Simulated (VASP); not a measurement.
# Ge (C2/m) in VASP: single point with PBE

Aim: the single point of Ge with PBE.

Program: VASP 6.6.1. These are calculated values, not measurements. Logs are shortened: lines on timing, memory, paths and dates and some standing lists are left out, and cuts for length are marked.

**1. The cell of the first run**

Symmetry: C2/m, No. 12, monoclinic system. The conventional cell has a = 6.216 Å, b = 3.502 Å, c = 4.335 Å, α = 90.00°, β = 91.70°, γ = 90.00°. Ge (site symmetry m) has 6 Ge at 2.44 to 2.81 Å within 3.2 Å. Within 3.2 Å of Ge (site symmetry 2/m) lie 6 Ge at 2.44 to 2.48 Å.

**2. Single point, PBE**

The input, INCAR:

```
SYSTEM = Ge
ALGO = Normal
EDIFF = 1E-6
ENCUT = 520
GGA = PE
ISIF = 2
ISMEAR = 0
LASPH = .TRUE.
LCHARG = .FALSE.
LREAL = .FALSE.
LWAVE = .FALSE.
NBANDS = 28
NELM = 80
PREC = Accurate
SIGMA = 0.1
```

The input, KPOINTS:

```
k-points
0
G
  6 6 4
  0 0 0
```

The input, POSCAR:

```
Ge
1.0
    3.1077807300     -1.7511398100      0.0000000000
    3.1077807300      1.7511398100      0.0000000000
   -0.1288232000      0.0000000000      4.3330201000
Ge
3
Direct
    0.3176870000      0.3176870000      0.6840320200
    0.6823130000      0.6823130000      0.3159679800
    0.0000000000      0.0000000000      0.0000000000
```

Potentials or basis: VASP PAW PBE potentials, release 64 (Ge_d).

The run is started by

```bash
> cat potpaw_PBE.64/Ge_d/POTCAR > POTCAR
> mpirun -np 1 vasp_std > vasp.out
```

OUTCAR:

```text
SYSTEM = Ge
   EDIFF = 1E-6
   ENCUT = 520
   GGA = PE
   ISIF = 2
   ISMEAR = 0
   LASPH = .TRUE.
   LREAL = .FALSE.
   NELM = 80
   PREC = Accurate

 ion  position               nearest neighbor table
   1  0.318  0.318  0.684-   3 2.44   3 2.48   3 2.48   2 2.50   2 2.50   2 2.81
   2  0.682  0.682  0.316-   3 2.44   3 2.48   3 2.48   1 2.50   1 2.50   1 2.81
   3  0.000  0.000  0.000-   1 2.44   2 2.44   2 2.48   2 2.48   1 2.48   1 2.48

  LATTYP: Found a base centered monoclinic cell.
 ALAT       =     6.2155614600
 B/A-ratio  =     0.5634695502
 C/A-ratio  =     0.6974325166
 COS(beta)  =    -0.0297174490

  Lattice vectors:

 A1 = (   3.1077807300,  -1.7511398100,   0.0000000000)
 A2 = (   3.1077807300,   1.7511398100,   0.0000000000)
 A3 = (  -0.1288232000,   0.0000000000,   4.3330201000)

Analysis of symmetry for initial positions (statically):
=====================================================================
 Subroutine PRICEL returns:
 Original cell was already a primitive cell.

 Routine SETGRP: Setting up the symmetry group for a
 base centered monoclinic supercell.

 Subroutine GETGRP returns: Found  4 space group operations
 (whereof  4 operations were pure point group operations)
 out of a pool of  4 trial point group operations.

The static configuration has the point symmetry C_2h.

Analysis of symmetry for dynamics (positions and initial velocities):
=====================================================================
 Subroutine PRICEL returns:
 Original cell was already a primitive cell.

 Routine SETGRP: Setting up the symmetry group for a
 base centered monoclinic supercell.

 Subroutine GETGRP returns: Found  4 space group operations
 (whereof  4 operations were pure point group operations)
 out of a pool of  4 trial point group operations.

The dynamic configuration has the point symmetry C_2h.

 Subroutine INISYM returns: Found  4 space group operations
 (whereof  4 operations are pure point group operations),
 and found     1 'primitive' translations

----------------------------------------------------------------------------------------

                                     Primitive cell

  volume of cell :      47.1620

  direct lattice vectors                    reciprocal lattice vectors
[... 86 lines left out ...]
   LASPH  =      T    aspherical Exc in radial PAW
   ENCUT  =  520.0 eV  38.22 Ry    6.18 a.u.   6.63  6.63  8.06*2*pi/ulx,y,z
   NELM   =     80;   NELMIN=  2; NELMDL= -5     # of ELM steps
   EDIFF  = 0.1E-05   stopping-criterion for ELM
   LREAL  =      F    real-space projection
   EDIFFG = 0.1E-04   stopping-criterion for IOM
   NSW    =      0    number of steps for IOM
   IBRION =     -1    ionic relax: 0-MD 1-quasi-New 2-CG
   NFREE  =      0    steps in history (QN), initial steepest desc. (CG)
   ISIF   =      2    stress and relaxation
   ISYM   =      2    0-nonsym 1-usesym 2-fastsym
   POTIM  = 0.5000    time-step for ionic-motion
   TEBEG  =    0.0;   TEEND  =   0.0 temperature during run
   PSTRESS=    0.0 pullay stress
   NELECT =      42.0000    total number of electrons
   NUPDOWN=      -1.0000    fix difference up-down
   EMIN   =  10.00;   EMAX   =-10.00  energy-range for DOS
   EFERMI =   0.00;   METHOD = LEGACY
   ISMEAR =     0;   SIGMA  =   0.10  broadening in eV -4-tet -1-fermi 0-gaus
   EFERMI_NEDOS =   21; number of points for ismear=-14 and -15
   IALGO  =     38    algorithm
   IMIX   =      4    mixing-type and parameters
     AMIX     =   0.40;   BMIX     =  1.00
     AMIX_MAG =   1.60;   BMIX_MAG =  1.00
  volume/ion in A,a.u.               =      15.72       106.09
  Fermi-wavevector in a.u.,A,eV,Ry     =   1.575049  2.976410 33.753036  2.480778
  Thomas-Fermi vector in A             =   2.676091
   LORBIT       =      0    0 simple, 1 ext, 2 COOP (PROOUT), +10 PAW based schemes
   GGA     = PE    functional components
   LHFCALC =     F    Hartree Fock is set to
   AEXX    =    0.0000 exact exchange contribution
   IVDW    =     0    specifies the selected vdW correction
   LEPSILON=     F    determine dielectric tensor
   LRPA    =     F    only Hartree local field effects (RPA)
 non-spin polarized calculation
 Gauss-broadening in eV      SIGMA  =   0.10
  energy-cutoff  :      520.00
  volume of cell :       47.16
 maximum number of plane-waves:      1286
 NGX is ok and might be reduce to    28
   NGX = 13   NGY = 13   NGZ = 17

 number of electron      42.0000004 magnetization

 Free energy of the ion-electron system (eV)
  ---------------------------------------------------
  ext. energy  EPLUGINS =         0.00000000
  ---------------------------------------------------
  free energy    TOTEN  =       -11.84132375 eV

  energy without entropy =      -11.83734274  energy(sigma->0) =      -11.83933325

 E-fermi :   8.5962     XC(G=0): -12.1175

 val. band max:        8.5390357437   @ k =   0.3333   0.1667   0.2500
 cond. band min:       8.6020178271   @ k =  -0.1667   0.1667   0.2500
 fundamental gap:      0.0629820834
 Fermi energy:         8.5962037712

 k-point     1 :       0.0000    0.0000    0.0000
  band No.  band energies     occupation
      1     -16.3671      2.00000
      2     -16.3563      2.00000
      3     -16.1318      2.00000
      4     -16.1147      2.00000
      5     -16.1045      2.00000
      6     -16.0964      2.00000
[... 733 lines left out ...]
     27      16.3979      0.00000
     28      17.5836      0.00000

 [... further k-points ...]

------------------------ aborting loop because EDIFF is reached ----------------------------------------

  FORCE on cell =-STRESS in cart. coord.  units (eV):
  Direction    XX          YY          ZZ          XY          YZ          ZX
  --------------------------------------------------------------------------------------
  -------------------------------------------------------------------------------------
  Total        8.0160930      9.0979084      8.5474286      0.0000000      0.0000000      1.1354544
  in kB      272.3211918    309.0724210    290.3716253      0.0000000      0.0000000     38.5734403
  external PRESSURE =     290.5884127 kB  Pullay stress =       0.0000000 kB

 VOLUME and BASIS-vectors are now :
 -----------------------------------------------------------------------------
  energy-cutoff  :      520.00
  volume of cell :       47.16
      direct lattice vectors                 reciprocal lattice vectors
     3.107780730 -1.751139810  0.000000000     0.160886511 -0.285528315  0.004783249
     3.107780730  1.751139810  0.000000000     0.160886511  0.285528315  0.004783249
    -0.128823200  0.000000000  4.333020100     0.000000000  0.000000000  0.230785913

 POSITION                                       TOTAL-FORCE (eV/Angst)
 -----------------------------------------------------------------------------------
      1.88648      0.00000      2.96392         0.363152      0.000000     -0.645486
      4.20025      0.00000      1.36910        -0.363152      0.000000      0.645486
      0.00000      0.00000      0.00000         0.000000      0.000000      0.000000
 -----------------------------------------------------------------------------------
    total drift:                                0.000000     -0.000000      0.000000

  FREE ENERGIE OF THE ION-ELECTRON SYSTEM (eV)
  ---------------------------------------------------
  free  energy   TOTEN  =       -11.8413237502 eV

  energy  without entropy=      -11.8373427427  energy(sigma->0) =      -11.83933325
```

It took 32 s on 1 thread of Intel Xeon Platinum 8488C (Sapphire Rapids), shared host; peak memory 0.18 GiB.

Results:

```yaml
Free_energy: -11.8413 eV
Pressure: 29.1 GPa
Largest_force: 0.741 eV/Å
Band_gap_on_the_k_mesh: zero (band 21 reaches 10.72 eV, above the bottom of band 22 at 6.63 eV)
```

Forces in eV/Å, atoms in the order of the input:
```
Ge   0.363  0.000 -0.645
Ge  -0.363  0.000  0.645
Ge   0.000  0.000  0.000
```

Stress tensor (GPa, compression positive):
```
27.23  0.00  3.86
 0.00 30.91  0.00
 3.86  0.00 29.04
```

Levels at points of the mesh, in eV from the Fermi level:
```
           k point  band 19  band 20  band 21  band 22  band 23  band 24
(0.00, 0.00, 0.00)    -0.15     0.40     0.83     1.16     3.39     3.73
(0.50, 0.00, 0.00)    -3.54    -3.23    -2.13    -1.96     2.33     4.33
(0.50, 0.50, 0.00)    -3.31    -3.13    -2.82    -1.82     2.77     4.87
(0.00, 0.00, 0.50)     0.35     0.55     2.12     2.33     3.29     3.37
(0.50, 0.00, 0.50)    -7.15    -1.78    -0.74     0.12     0.46     7.53
(0.50, 0.50, 0.50)    -6.96    -1.28    -0.64     0.51     0.93     6.61
```

Caveat: the k points lie up to 0.36 Å⁻¹ apart.
